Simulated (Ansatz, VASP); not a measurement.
One calculation of Fe, two programs

The input INCAR:

```
SYSTEM = Fe
PREC     = Accurate       ! precision mode
ENCUT    = 520            ! plane-wave cutoff, eV
EDIFF    = 1E-7           ! SCF threshold, eV
ISMEAR   = 0              ! smearing method
SIGMA    = 0.15           ! smearing width, eV
LREAL    = .False.        ! projectors in reciprocal space
LASPH    = .True.         ! aspherical terms in the spheres
NELM     = 150            ! most SCF steps
ALGO     = Fast           ! electronic algorithm
ISIF     = 2              ! what is computed and relaxed
LWAVE    = .False.        ! write WAVECAR
LCHARG   = .False.        ! write CHGCAR
ISPIN    = 2              ! spin polarisation
MAGMOM   = 2.44           ! initial moments
LORBIT   = 11             ! projections on sites
LMAXMIX  = 4              ! l up to which the mixer works
GGA      = PE             ! functional
NBANDS   = 14             ! bands
```

The input KPOINTS:

```
regular mesh
0
Gamma
  12 12 12
  0 0 0
```

POSCAR

```
Fe
1.0
   -1.2463753396      1.2463753396      1.6806125080
    1.2463753396     -1.2463753396      1.6806125080
    1.2463753396      1.2463753396     -1.6806125080
Fe
1
Direct
    0.0000000000      0.0000000000      0.0000000000
```

Input for Ansatz:

```yaml
crystal:
  lattice:
    - [-1.2463753396, 1.2463753396, 1.680612508]
    - [1.2463753396, -1.2463753396, 1.680612508]
    - [1.2463753396, 1.2463753396, -1.680612508]
  atoms:
    - { symbol: Fe, position: [0.0, 0.0, 0.0], spin: 2.44 }
basis:
  ecutwfc: 520.0
kpoints:
  mp_grid: { grid: [12, 12, 12] }
hamiltonian:
  xc: pbe
scf:
  occupations: { method: gaussian, width: 0.15 }
output:
  forces: true
  stress: true
  eigenvalues: true
  populations: true
magnetization:
  spin_polarized: true
```

Alike in both runs: task single point; functional PBE; k mesh 12 × 12 × 12; occupations gaussian, width 0.15 eV; collinear spin.

|  | VASP | Ansatz |
| --- | --- | --- |
| version | VASP 6.6.1 | Ansatz 0.2.0 |
| potentials or method | VASP PAW PBE potentials, release 64 (Fe), cutoff 520 eV | scalar-relativistic, plane waves, PAW |
| valence electrons in the cell | 8 | 16 |

Ansatz gave:

- gap on the k mesh at the Fermi level (eV): none
- pressure (GPa): 3.1
- traceless stress, the component that is largest in VASP (GPa): 5.00
- net moment per atom (μB): 1.01
- size of the moment on the site where the two differ most (μB): 1.02

Problem. Which values does VASP return?

Solution. gap on the k mesh at the Fermi level (eV): none; pressure (GPa): 3.2; traceless stress, the component that is largest in VASP (GPa): 4.74; net moment per atom (μB): 1.05; size of the moment on the site where the two differ most (μB): 1.04.

Site moments also hang on the region over which each program counts them. A gap of «none» marks a metal or a gap that the smearing closes. The functional is the same, so the differences come from potentials, cutoffs and numerics. VASP's potentials hold 8 valence electrons a cell and Ansatz's 16, so a difference there can come from the potentials and not from the codes.
